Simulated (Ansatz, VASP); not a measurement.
## Two plane-wave programs on TiSi

```
Ti Si
1.0
     6.50251    0.00000    0.00000
     0.00000    3.63502    0.00000
     0.00000    0.00000    4.98800
Ti Si
4 4
Direct
  0.17605 0.25000 0.12861
  0.32395 0.75000 0.62861
  0.67605 0.25000 0.37139
  0.82395 0.75000 0.87139
  0.04382 0.25000 0.64472
  0.45618 0.75000 0.14472
  0.54382 0.25000 0.85528
  0.95618 0.75000 0.35528
```

Alike in both runs: functional r2SCAN; k mesh 6 × 10 × 8; occupations gaussian, width 0.1 eV; no spin polarisation.

Ansatz relaxed the structure, and its values are those at the end. VASP's run is a single point on that final structure, the one shown.

```csv
,VASP,Ansatz
version,VASP 6.6.1,Ansatz 0.2.0
potentials or method,"VASP PAW PBE potentials, release 64 (Ti_sv, Si), cutoff 520 eV","scalar-relativistic, plane waves, PAW"
valence electrons in the cell,64,64
```

|  | VASP | Ansatz | Ansatz less VASP |
| --- | --- | --- | --- |
| gap on the k mesh at the Fermi level (eV) | none | none | - |
| pressure (GPa) | 0.3 | 0.0 | -0.33 |
| rms of the force components (eV/Å) | 0.005 | 0.002 | -0.0036 |

VASP's potentials were made for PBE, not for r2SCAN. A gap of «none» marks a metal or a gap that the smearing closes.
